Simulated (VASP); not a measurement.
Runs of VASP 6.6.1 on Zn. The structure is that of space group Fm-3m (No. 225), or close to it. The cells are those of the table. This isn't the form of Zn at room conditions, which is hcp.

```csv
task,cell,gap on the mesh (eV),pressure (GPa)
single point,"a = 2.780 Å, angles 60.0°, 1 atom",none,0.4
single point,"a = 2.617 Å, angles 60.0°, 1 atom",none,20.6
single point,"a = 2.570 Å, angles 60.0°, 1 atom",none,(a)
relaxation of cell and atoms,"relaxed from a = 2.786 Å, angles 60.0°, 1 atom",none,-0.1
relaxation of cell and atoms,"relaxed to 20 GPa from a = 2.786 Å, angles 60.0°, 1 atom",none,19.8
relaxation of cell and atoms,"relaxed to 10 GPa from a = 2.786 Å, angles 60.0°, 1 atom",none,10.0
relaxation of cell and atoms,"relaxed to 30 GPa from a = 2.786 Å, angles 60.0°, 1 atom",none,30.0
single point,"a = 2.681 Å, angles 60.0°, 1 atom",none,10.5
```

Alike in all rows: level PBE; potentials or basis VASP PAW PBE potentials, release 64 (Zn); no spin polarisation; k mesh 9 × 9 × 9; cutoff (eV) 500; smearing fermi-dirac 0.1 eV.

Fill in the values left out.

(a) 30.7.

Caveats: the cell stands under pressure (at least some runs); the cell is relaxed towards a set pressure, so the run minimises the enthalpy, not the energy (at least some runs); the relaxation stopped at its first step, so nothing moved (at least some runs).

A gap of «none» marks levels without a gap at the run's occupations.
